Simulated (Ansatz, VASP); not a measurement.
# BN in VASP and in Ansatz

```
CELL_PARAMETERS angstrom
2.42887 0.00000 0.00000
-1.21444 2.10346 0.00000
0.00000 0.00000 6.66120
ATOMIC_POSITIONS crystal
B 0.33333 0.66667 0.25000
B 0.66667 0.33333 0.75000
N 0.33333 0.66667 0.75000
N 0.66667 0.33333 0.25000
```

Change from the starting cell: equal xx and yy strain of -3 %, crystal datasets.

Alike in both runs: task electric field gradients; functional PBEsol; k mesh 11 × 11 × 4; occupations fermi-dirac, width 0.02 eV; no spin polarisation.

|  | VASP | Ansatz |
| --- | --- | --- |
| version | VASP 6.6.1 | Ansatz 0.2.0 |
| potentials or method | VASP PAW PBE potentials, release 64 (B, N), cutoff 520 eV | all-electron PAW with datasets made for the crystal, scalar-relativistic |

VASP gave:

```
gap on the k mesh at the Fermi level (eV)                     : 4.39
pressure (GPa)                                                : 25.8
traceless stress, the component that is largest in VASP (GPa) : -25.01
size of Vzz on the site where it differs most (V/Å²)          : 36.7
```

**Question.** Estimate Ansatz's values.

**Answer.** gap on the k mesh at the Fermi level (eV): 4.39; pressure (GPa): 25.5; traceless stress, the component that is largest in VASP (GPa): -24.45; size of Vzz on the site where it differs most (V/Å²): 30.1.

VASP's potentials were made for PBE, not for PBEsol. Ansatz ran all-electron here, and VASP with PAW potentials.
